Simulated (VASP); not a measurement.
## GaN: single point with PBE

The system is GaN.

```
Ga N
1.0
     0.00000    2.25350    2.25350
     2.25350    0.00000    2.25350
     2.25350    2.25350    0.00000
Ga N
1 1
Direct
  0.00000 0.00000 0.00000
  0.25000 0.25000 0.25000
```

- Program: VASP 6.6.1
- Task: single point
- Functional: PBE
- Potentials or basis: VASP PAW PBE potentials, release 64 (Ga_d, N)
- Cutoff: 520 eV
- k mesh: 4 × 4 × 4
- Occupations: fermi-dirac, width 0.02 eV
- Spin: no spin polarisation

```yaml
Pressure: 5.0 GPa
Band_gap_on_the_k_mesh: 1.70 eV, direct
```

Levels at points of the mesh, in eV from the valence-band top:
```csv
k point,band 6,band 7,band 8,band 9,band 10,band 11,band 12,band 13
"(0.00, 0.00, 0.00)",-13.17,0.00,0.00,0.00,1.70,10.26,10.26,10.26
"(0.50, 0.00, 0.00)",-11.91,-7.06,-0.97,-0.97,4.61,8.72,10.32,10.32
"(0.50, 0.50, 0.00)",-11.48,-6.15,-2.71,-2.71,3.31,6.63,11.70,13.94
```

Wall time 2.4 s on 1 thread of Intel(R) Xeon(R) 6975P-C (Granite Rapids), with other jobs on the host, peak memory 0.13 GiB.

Caveat: the k points lie up to 0.60 Å⁻¹ apart. A hybrid or GW would open this gap; PBE tends to underestimate it.
